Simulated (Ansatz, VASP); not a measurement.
## BN in VASP and in Ansatz

The input INCAR:

```
SYSTEM = BN
ALGO = Normal
EDIFF = 1E-6
ENCUT = 600
GGA = PS
GGA_COMPAT = .FALSE.
ISIF = 2
ISMEAR = -1
LASPH = .TRUE.
LCHARG = .FALSE.
LREAL = .FALSE.
LWAVE = .FALSE.
NBANDS = 11
NELM = 120
PREC = Accurate
SIGMA = 0.2585199978643553
```

File KPOINTS:

```
k-points
0
G
  12 12 12
  0 0 0
```

The input POSCAR:

```
BN
1.0
    0.0000000000      1.8130010000      1.8130010000
    1.8130010000      0.0000000000      1.8130010000
    1.8130010000      1.8130010000      0.0000000000
B N
1 1
Direct
    0.0000000000      0.0000000000      0.0000000000
    0.7500000000      0.7500000000      0.7500000000
```

Input for Ansatz:

```yaml
crystal:
  lattice:
    - [0.0, 1.813001, 1.813001]
    - [1.813001, 0.0, 1.813001]
    - [1.813001, 1.813001, 0.0]
  atoms:
    - { symbol: B, position: [0.0, 0.0, 0.0] }
    - { symbol: "N", position: [0.75, 0.75, 0.75] }
basis:
  ecutwfc: 420
kpoints:
  mp_grid: { grid: [12, 12, 12] }
hamiltonian:
  xc: pbesol
scf:
  occupations: { method: fermi_dirac, width: "3000 K" }
  mixing: { ndim: 2, preconditioner: ldos }
  max_iter: 63
output:
  forces: true
  stress: true
  eigenvalues: true
```

Alike in both runs: task single point; functional PBEsol; k mesh 12 × 12 × 12; no spin polarisation.

```csv
,VASP,Ansatz
version,VASP 6.6.1,Ansatz 0.2.0
potentials or method,"VASP PAW PBE potentials, release 64 (B, N), cutoff 600 eV","scalar-relativistic, plane waves, PAW"
occupations,"fermi-dirac, width 0.25852 eV",fermi-dirac
valence electrons in the cell,8,8
```

```csv
,VASP,Ansatz,Ansatz less VASP
gap on the k mesh at the Fermi level (eV),4.27,4.28,+0.012
least direct gap on the mesh (eV),8.72,8.73,+0.008
pressure (GPa),-6.0,-6.3,-0.28
```

VASP's potentials were made for PBE, not for PBEsol.
